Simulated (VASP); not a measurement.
# H4CO in VASP: notebook

Runs on H4CO. Level: r2SCAN+D3(BJ). Tasks: single point.

All numbers are computed with VASP 6.6.1; they aren't measurements. Logs are shortened: lines on timing, memory, paths and dates and some standing lists are left out, and cuts for length are marked.

## Step 1: The cell of the first run

The cell holds a disordered packing, 36 atoms: a = 8.055 Å, b = 8.055 Å, c = 8.055 Å, α = 90.00°, β = 90.00°, γ = 90.00°.

## Step 2: Single point, r2SCAN+D3(BJ)

POSCAR

```
H4CO
1.0
    8.0548320000      0.0000000000      0.0000000000
    0.0000000000      8.0548320000      0.0000000000
    0.0000000000      0.0000000000      8.0548320000
C O H
6 6 24
Direct
    0.7393201994      0.6060834043      0.2276770018
    0.1363529370      0.8182914305      0.7299717735
    0.3390387286      0.2704587756      0.4660308247
    0.5491982949      0.1566637268     -0.0390697162
    0.6148607445      0.6032031456      0.6928015383
    0.2688324226      0.8433074706      0.3143082314
    0.6109624633      0.5513088293      0.3280267050
    0.0718947335      0.7046701905      0.6142648289
    0.3184051511      0.2488816651      0.2935753347
    0.5586087953      0.0717581695      0.1176436703
    0.7608352353      0.5370192699      0.6192804518
    0.2963935188      0.6721555459      0.3579590487
    0.7558071975      0.5200729202      0.1168615311
    0.6578411567      0.5188065996      0.4325726471
    0.7134599455      0.7277867496      0.1729769162
    0.8618305137      0.6122039541      0.2918496624
    0.0309751960      0.8696643207      0.8006250161
    0.1574086213      0.6573818051      0.5438598844
    0.2039893569      0.7556458037      0.8330403415
    0.2145916886      0.9199819438      0.6803245555
    0.2569265256      0.1761923774      0.5259451718
    0.3219930596      0.3563202808      0.2396822181
    0.4731445671      0.2608868813      0.5060192441
    0.2849966331      0.3859298369      0.5017609306
    0.6341038522      0.0896356373     -0.1160049024
    0.4946720180      0.1318214955      0.1926421308
    0.4226034758      0.1608847956     -0.0823356713
    0.5737922281      0.2907943952     -0.0301061524
    0.5214758048      0.5092967799      0.7049060738
    0.8511909373      0.5990813961      0.6519068306
    0.6527013847      0.6560409950      0.8126054026
    0.5756792941      0.7011940162      0.6172071621
    0.1409216232      0.8722714515      0.3608889670
    0.4147324240      0.6468291331      0.3434584359
    0.3698152860      0.9164561098      0.3832109720
    0.2755116432      0.8725445795      0.1815680327
```

INCAR.step1

```
PREC = Accurate ; ENCUT = 520
ISMEAR = -1 ; SIGMA = 0.02
LREAL = Auto ; LASPH = T
NELM = 60 ; NBANDS = 66
GGA = PE ; ALGO = Normal
EDIFF = 1E-4 ; LWAVE = T
LCHARG = F
```

INCAR.step2

```
PREC = Accurate ; ENCUT = 520
EDIFF = 1E-7 ; ISMEAR = -1
SIGMA = 0.02 ; LREAL = Auto
LASPH = T ; NELM = 60
ALGO = Normal ; ISIF = 2
LWAVE = F ; LCHARG = F
METAGGA = R2SCAN ; LMIXTAU = T
IVDW = 12 ; VDW_S6 = 1.0
VDW_S8 = 0.78981345 ; VDW_A1 = 0.49484001
VDW_A2 = 5.73083694 ; NBANDS = 66
ISTART = 1
```

KPOINTS

```
Automatic mesh
0
Gamma
  1 1 1
```

Potentials or basis: VASP PAW PBE potentials, release 64 (C, O, H).

Command:

```console
$ cat potpaw_PBE.64/C/POTCAR potpaw_PBE.64/O/POTCAR potpaw_PBE.64/H/POTCAR > POTCAR
$ cp INCAR.step1 INCAR
$ mpirun -np 1 vasp_gam > vasp.out
$ cp INCAR.step2 INCAR
$ mpirun -np 1 vasp_gam > vasp.out
```

OUTCAR:

```text
PREC = Accurate
   ENCUT = 520
   EDIFF = 1E-7
   ISMEAR = -1
   LREAL = Auto
   LASPH = T
   NELM = 60
   ISIF = 2
   METAGGA = R2SCAN
   IVDW = 12
   ISTART = 1
 IVDW          = 12

 ion  position               nearest neighbor table
   1  0.739  0.606  0.228-  15 1.09  16 1.12  13 1.14   7 1.38
   2  0.136  0.818  0.730-  17 1.10  20 1.11  19 1.11   8 1.41
   3  0.339  0.270  0.466-  24 1.07  21 1.12  23 1.13   9 1.41
   4  0.549  0.157  0.961-  25 1.07  27 1.08  28 1.10  10 1.44
   5  0.615  0.603  0.693-  32 1.05  29 1.07  31 1.10  11 1.42
   6  0.269  0.843  0.314-  36 1.10  33 1.12  35 1.15  12 1.44
   7  0.611  0.551  0.328-  14 0.96   1 1.38
   8  0.072  0.705  0.614-  18 0.97   2 1.41
   9  0.318  0.249  0.294-  22 0.97   3 1.41
  10  0.559  0.072  0.118-  26 0.93   4 1.44
  11  0.761  0.537  0.619-  30 0.92   5 1.42
  12  0.296  0.672  0.358-  34 0.98   6 1.44
  13  0.756  0.520  0.117-   1 1.14
  14  0.658  0.519  0.433-   7 0.96
  15  0.713  0.728  0.173-   1 1.09
  16  0.862  0.612  0.292-   1 1.12
  17  0.031  0.870  0.801-   2 1.10
  18  0.157  0.657  0.544-   8 0.97
[... 16 lines left out ...]
  35  0.370  0.916  0.383-   6 1.15
  36  0.276  0.873  0.182-   6 1.10

  LATTYP: Found a simple cubic cell.
 ALAT       =     8.0548320000

  Lattice vectors:

 A1 = (   8.0548320000,   0.0000000000,   0.0000000000)
 A2 = (   0.0000000000,   8.0548320000,   0.0000000000)
 A3 = (   0.0000000000,   0.0000000000,   8.0548320000)

Analysis of symmetry for initial positions (statically):
=====================================================================
 Subroutine PRICEL returns:
 Original cell was already a primitive cell.

 Routine SETGRP: Setting up the symmetry group for a
 simple cubic supercell.

 Subroutine GETGRP returns: Found  1 space group operations
 (whereof  1 operations were pure point group operations)
 out of a pool of 48 trial point group operations.

The static configuration has the point symmetry C_1 .

Analysis of symmetry for dynamics (positions and initial velocities):
=====================================================================
 Subroutine PRICEL returns:
 Original cell was already a primitive cell.

 Routine SETGRP: Setting up the symmetry group for a
 simple cubic supercell.

 Subroutine GETGRP returns: Found  1 space group operations
 (whereof  1 operations were pure point group operations)
 out of a pool of 48 trial point group operations.

The dynamic configuration has the point symmetry C_1 .

 Subroutine INISYM returns: Found  1 space group operations
 (whereof  1 operations are pure point group operations),
 and found     1 'primitive' translations

----------------------------------------------------------------------------------------

                                     Primitive cell

  volume of cell :     522.6001

  direct lattice vectors                    reciprocal lattice vectors
     8.054832000  0.000000000  0.000000000     0.124149082  0.000000000  0.000000000
     0.000000000  8.054832000  0.000000000     0.000000000  0.124149082  0.000000000
     0.000000000  0.000000000  8.054832000     0.000000000  0.000000000  0.124149082

  length of vectors
     8.054832000  8.054832000  8.054832000     0.124149082  0.124149082  0.124149082

  position of ions in fractional coordinates (direct lattice)
     0.739320199  0.606083404  0.227677002
     0.136352937  0.818291430  0.729971773
     0.339038729  0.270458776  0.466030825
     0.549198295  0.156663727  0.960930284
     0.614860744  0.603203146  0.692801538
     0.268832423  0.843307471  0.314308231
[... 28 lines left out ...]
     0.369815286  0.916456110  0.383210972
     0.275511643  0.872544580  0.181568033

  ion indices of the primitive-cell ions
   primitive index   ion index
                 1           1
                 2           2
                 3           3
                 4           4
                 5           5
                 6           6
[... 28 lines left out ...]
                35          35
                36          36

----------------------------------------------------------------------------------------

 KPOINTS: Automatic mesh

Automatic generation of k-mesh.
 Grid dimensions read from file:
 generate k-points for:    1    1    1

 Generating k-lattice:

  Cartesian coordinates                     Fractional coordinates (reciprocal lattice)
     0.124149082  0.000000000  0.000000000     1.000000000  0.000000000  0.000000000
     0.000000000  0.124149082  0.000000000     0.000000000  1.000000000  0.000000000
     0.000000000  0.000000000  0.124149082     0.000000000  0.000000000  1.000000000

  Length of vectors
     0.124149082  0.124149082  0.124149082

  Shift w.r.t. Gamma in fractional coordinates (k-lattice)
     0.000000000  0.000000000  0.000000000

 Subroutine IBZKPT returns following result:
 ===========================================

 Found      1 irreducible k-points:

 Following reciprocal coordinates:
            Coordinates               Weight
  0.000000  0.000000  0.000000      1.000000
   k-points           NKPTS =      1   k-points in BZ     NKDIM =      1   number of bands    NBANDS=     66
   number of dos      NEDOS =    301   number of ions     NIONS =     36
   total plane-waves  NPLWV = 216000
   dimension x,y,z NGX =    60 NGY =   60 NGZ =   60
   dimension x,y,z NGXF=   120 NGYF=  120 NGZF=  120
   ions per type =               6   6  24
   NGX,Y,Z   is equivalent  to a cutoff of  12.38, 12.38, 12.38 a.u.
   NGXF,Y,Z  is equivalent  to a cutoff of  24.77, 24.77, 24.77 a.u.
 SYSTEM =  unknown system
   PREC   = accura    normal or accurate (medium, high low for compatibility)
   ISTART =      1    job   : 0-new  1-cont  2-samecut
   ICHARG =      0    charge: 1-file 2-atom 10-const
   ISPIN  =      1    spin polarized calculation?
   LNONCOLLINEAR =      F non collinear calculations
   LSORBIT =      F    spin-orbit coupling
   LASPH  =      T    aspherical Exc in radial PAW
   ENCUT  =  520.0 eV  38.22 Ry    6.18 a.u.  14.98 14.98 14.98*2*pi/ulx,y,z
   NELM   =     60;   NELMIN=  2; NELMDL=  0     # of ELM steps
   EDIFF  = 0.1E-06   stopping-criterion for ELM
   LREAL  =      T    real-space projection
   EDIFFG = 0.1E-05   stopping-criterion for IOM
   NSW    =      0    number of steps for IOM
   IBRION =     -1    ionic relax: 0-MD 1-quasi-New 2-CG
   NFREE  =      0    steps in history (QN), initial steepest desc. (CG)
   ISIF   =      2    stress and relaxation
   ISYM   =      2    0-nonsym 1-usesym 2-fastsym
   POTIM  = 0.5000    time-step for ionic-motion
   TEBEG  =    0.0;   TEEND  =   0.0 temperature during run
   PSTRESS=    0.0 pullay stress
   NELECT =      84.0000    total number of electrons
   NUPDOWN=      -1.0000    fix difference up-down
   EMIN   =  10.00;   EMAX   =-10.00  energy-range for DOS
   EFERMI =   0.00;   METHOD = LEGACY
   ISMEAR =    -1;   SIGMA  =   0.02  broadening in eV -4-tet -1-fermi 0-gaus
   EFERMI_NEDOS =   21; number of points for ismear=-14 and -15
   IALGO  =     38    algorithm
   IMIX   =      4    mixing-type and parameters
     AMIX     =   0.40;   BMIX     =  1.00
     AMIX_MAG =   1.60;   BMIX_MAG =  1.00
  volume/ion in A,a.u.               =      14.52        97.96
  Fermi-wavevector in a.u.,A,eV,Ry     =   0.890112  1.682068 10.779893  0.792300
  Thomas-Fermi vector in A             =   2.011761
   LORBIT       =      0    0 simple, 1 ext, 2 COOP (PROOUT), +10 PAW based schemes
   METAGGA = R2SCAN    functional components
   LHFCALC =     F    Hartree Fock is set to
   AEXX    =    0.0000 exact exchange contribution
   IVDW    =    12    specifies the selected vdW correction
   LEPSILON=     F    determine dielectric tensor
   LRPA    =     F    only Hartree local field effects (RPA)
 non-spin polarized calculation
  energy-cutoff  :      520.00
  volume of cell :      522.60
 maximum number of plane-waves:      6999
 NGX is ok and might be reduce to    60
   NGX = 29   NGY = 29   NGZ = 29

 number of electron      84.0000003 magnetization

 Free energy of the ion-electron system (eV)
  ---------------------------------------------------
  ext. energy  EPLUGINS =         0.00000000
  ---------------------------------------------------
  free energy    TOTEN  =      -193.78876892 eV

  energy without entropy =     -193.78876892  energy(sigma->0) =     -193.78876892

 E-fermi :  -3.4318     XC(G=0):  -5.2540

 val. band max:       -3.9149056945   @ k =   0.0000   0.0000   0.0000
 cond. band min:       1.3112069994   @ k =   0.0000   0.0000   0.0000
 fundamental gap:      5.2261126940
 Fermi energy:        -3.4318025756

 k-point     1 :       0.0000    0.0000    0.0000
  band No.  band energies     occupation
      1     -25.4461      2.00000
      2     -25.0960      2.00000
      3     -24.9935      2.00000
      4     -24.8474      2.00000
      5     -24.3633      2.00000
      6     -24.1518      2.00000
[... 46 lines left out ...]
     53       4.4728      0.00000
     54       4.5547      0.00000
 [bands above 54 left out]

------------------------ aborting loop because EDIFF is reached ----------------------------------------

 Edisp (eV)   -0.46718

 E8    (eV) :    -0.0723

  FORCE on cell =-STRESS in cart. coord.  units (eV):
  Direction    XX          YY          ZZ          XY          YZ          ZX
  --------------------------------------------------------------------------------------
  -------------------------------------------------------------------------------------
  Total      -0.85011     1.38232     2.45602    -1.01668     1.39939    -1.68160
  in kB      -2.60627     4.23788     7.52962    -3.11693     4.29021    -5.15543
  external pressure =        3.05 kB  Pullay stress =        0.00 kB

 VOLUME and BASIS-vectors are now :
 -----------------------------------------------------------------------------
  energy-cutoff  :      520.00
  volume of cell :      522.60
      direct lattice vectors                 reciprocal lattice vectors
     8.054832000  0.000000000  0.000000000     0.124149082  0.000000000  0.000000000
     0.000000000  8.054832000  0.000000000     0.000000000  0.124149082  0.000000000
     0.000000000  0.000000000  8.054832000     0.000000000  0.000000000  0.124149082

 POSITION                                       TOTAL-FORCE (eV/Angst)
 -----------------------------------------------------------------------------------
      5.95510      4.88190      1.83390         1.692160     -0.219458     -2.027419
      1.09830      6.59120      5.87980         0.114337      0.006817      1.613839
      2.73090      2.17850      3.75380        -0.034306     -0.976280      0.750860
      4.42370      1.26190      7.74013        -0.394861      0.365906      1.429818
      4.95260      4.85870      5.58040         1.531992      0.211472      1.334764
      2.16540      6.79270      2.53170         0.340692      0.642080      1.391827
[... 28 lines left out ...]
      2.97880      7.38190      3.08670        -1.318223     -0.265315     -0.828312
      2.21920      7.02820      1.46250         0.152708     -0.325857      0.085326
 -----------------------------------------------------------------------------------
    total drift:                                0.001634      0.010141     -0.011979

  FREE ENERGIE OF THE ION-ELECTRON SYSTEM (eV)
  ---------------------------------------------------
  free  energy   TOTEN  =      -194.2559496889 eV

  energy  without entropy=     -194.2559496889  energy(sigma->0) =     -194.25594969
```

Wall time 6.1 min (1 thread of Intel Xeon Platinum 8259CL at 2.50GHz (Skylake/Cascade Lake), shared host); peak memory 0.54 GiB.

What came out:

| Property | Result |
| --- | --- |
| Free energy | -194.2559 eV |
| Pressure | 0.3 GPa |
| Largest force | 3.309 eV/Å |
| Band gap on the k mesh | 5.23 eV |
| Dispersion energy per atom | -0.013 eV |

Forces on the atoms (eV/Å):
```
C    1.692 -0.219 -2.027
C    0.114  0.007  1.614
C   -0.034 -0.976  0.751
C   -0.395  0.366  1.430
C    1.532  0.211  1.335
C    0.341  0.642  1.392
O   -1.357 -0.087 -0.117
O   -0.562 -0.103  0.001
O    0.160 -0.026 -0.909
O    1.470 -0.833 -1.781
O   -2.092 -2.417 -0.855
O   -0.150 -0.169 -0.406
H   -0.078  0.472  0.886
H    0.611 -0.146  0.679
H   -0.122  0.132  0.287
H   -0.671 -0.041 -0.083
H    0.059  0.255 -0.596
H    0.375  0.202 -0.206
H    0.272  0.035 -0.601
H   -0.352 -0.425 -0.111
H    0.874  0.213 -0.132
H    0.044  0.004  0.203
H   -1.033 -0.019 -0.202
H    0.008  0.980  0.395
H    0.217  0.095 -0.828
H   -1.507  1.137  1.567
H   -0.625 -0.705 -0.630
H    0.846 -0.153  0.142
H   -0.361 -0.455  0.125
H    2.521  1.522  0.394
H   -0.590 -0.199  0.185
H   -1.065  1.348 -0.901
H    0.998  0.110 -0.263
H    0.024 -0.168  0.004
H   -1.318 -0.265 -0.828
H    0.153 -0.326  0.085
```

Caveat: the k points lie up to 0.78 Å⁻¹ apart; the PAW data sets were made with another functional, which shifts forces and pressure a little.

## Step 3: Single point, r2SCAN+D3(BJ)

POSCAR

```
H4CO
1.0
    8.0548320000      0.0000000000      0.0000000000
    0.0000000000      8.0548320000      0.0000000000
    0.0000000000      0.0000000000      8.0548320000
C O H
6 6 24
Direct
    0.7522565337      0.6013284945      0.2262244576
    0.1309400370      0.8072669920      0.7297607200
    0.3377724079      0.2654928123      0.4707857346
    0.5514081485      0.1521074555     -0.0409319524
    0.6099941004      0.6112355913      0.6961783933
    0.2796085629      0.8502970639      0.3131536449
    0.6112107614      0.5380869520      0.3289081634
    0.0700573271      0.6924042612      0.6096464830
    0.3182437573      0.2533137873      0.2944195484
    0.5639472059      0.0822115222      0.1204494395
    0.7528772791      0.5323885092      0.6195784096
    0.2972749773      0.6756068904      0.3659294198
    0.7738212293      0.4990296508      0.1274638627
    0.6599516911      0.5051874453      0.4381345260
    0.7177803336      0.7203129749      0.1776449217
    0.8491300626      0.6270770141      0.3095657364
    0.0300689077      0.8769767017      0.7788865118
    0.1584390587      0.6542160035      0.5291730479
    0.2178568094      0.7419894046      0.8152373631
    0.2141819966      0.8879390656      0.6596537333
    0.2804651916      0.1575700151      0.5215627092
    0.3349169790      0.3626642989      0.2529909997
    0.4611765956      0.2826378005      0.4991786297
    0.2746922593      0.3749798878      0.5243933083
    0.6286537075      0.0734838417     -0.1208715464
    0.4708353942      0.1301206530      0.1874526992
    0.4241305095      0.1389352379     -0.1022119394
    0.5949472317      0.2810735221     -0.0391814503
    0.5214758048      0.5090857264      0.6949244876
    0.8565293478      0.5957169560      0.6274370465
    0.6145379568      0.6374062178      0.8340335342
    0.5515198827      0.7207599116      0.6376669309
    0.1594322513      0.8946803608      0.3635581723
    0.4147696687      0.6484430712      0.3357487779
    0.3752654307      0.9260280041      0.3669722720
    0.2827743645      0.8604276290      0.1786132845
```

INCAR.step1

```
SYSTEM = H4CO
PREC = Accurate
ENCUT = 520
ISMEAR = -1
SIGMA = 0.02
LREAL = Auto
LASPH = .True.
NELM = 60
NBANDS = 66
GGA = PE
ALGO = Normal
EDIFF = 1E-4
LWAVE = .True.
LCHARG = .False.
```

INCAR.step2

```
SYSTEM = H4CO
PREC = Accurate
ENCUT = 520
EDIFF = 1E-7
ISMEAR = -1
SIGMA = 0.02
LREAL = Auto
LASPH = .True.
NELM = 60
ALGO = Normal
ISIF = 2
LWAVE = .False.
LCHARG = .False.
METAGGA = R2SCAN
LMIXTAU = .True.
IVDW = 12
VDW_S6 = 1.0
VDW_S8 = 0.78981345
VDW_A1 = 0.49484001
VDW_A2 = 5.73083694
NBANDS = 66
ISTART = 1
```

KPOINTS

```
regular mesh
0
Gamma
  1 1 1
  0 0 0
```

Potentials or basis: VASP PAW PBE potentials, release 64 (C, O, H).

Command:

```console
$ cat potpaw_PBE.64/C/POTCAR potpaw_PBE.64/O/POTCAR potpaw_PBE.64/H/POTCAR > POTCAR
$ cp INCAR.step1 INCAR
$ mpirun -np 1 vasp_gam > vasp.out
$ cp INCAR.step2 INCAR
$ mpirun -np 1 vasp_gam > vasp.out
```

Wall time 5.5 min (1 thread of Intel Xeon Platinum 8259CL at 2.50GHz (Skylake/Cascade Lake), shared host); peak memory 0.54 GiB.

The run converged. Its results:

```yaml
Free_energy: -194.1542 eV
Pressure: -1.0 GPa
Largest_force: 3.186 eV/Å
Band_gap_on_the_k_mesh: 5.25 eV
Dispersion_energy_per_atom: -0.013 eV
```

Forces in eV/Å, atoms in the order of the input:
```
C   -2.149 -2.311 -0.442
C    2.268 -1.078 -1.530
C   -2.106  0.909 -0.536
C   -0.559 -0.829 -0.563
C   -0.468 -0.802  1.301
C   -1.178 -0.831  0.564
O    0.489  0.366 -0.516
O   -0.446 -1.008 -0.599
O   -0.340 -0.448  0.230
O   -1.197  0.243  0.406
O   -0.461  0.801  0.694
O    0.880  1.004 -0.780
H    0.235  1.646  1.173
H    0.016  0.463 -0.699
H   -0.417  0.371 -0.705
H    1.590 -0.252  0.657
H   -0.512  0.177  0.707
H   -0.596  0.760  0.887
H   -0.923  0.392  0.357
H   -0.003  0.702  0.228
H    0.006 -0.706  0.497
H    0.171  0.782 -0.461
H    2.484 -0.252  0.722
H   -0.206 -0.242 -0.401
H    0.298  0.420  0.025
H    0.858 -0.232 -0.423
H    0.798  0.430  0.875
H   -0.139 -0.008 -0.358
H   -0.475  0.155 -0.270
H    0.005  0.220  0.008
H    0.904 -0.042 -0.941
H    0.722 -0.313 -0.378
H    0.410 -0.257 -0.420
H   -0.534 -0.443  0.595
H    0.614  0.201  0.179
H   -0.040  0.012 -0.083
```

Stress tensor (GPa, compression positive):
```
-0.73  0.88  1.17
 0.88 -1.34 -0.96
 1.17 -0.96 -1.05
```

Levels at points of the mesh, in eV from the valence-band top:
```tsv
k point	band 40	band 41	band 42	band 43	band 44	band 45
(0.00, 0.00, 0.00)	-0.49	-0.43	0.00	5.25	6.42	6.56
```

Caveat: the k points lie up to 0.78 Å⁻¹ apart; the atoms stand as in a frame of molecular dynamics; the PAW data sets were made with another functional, which shifts forces and pressure a little.
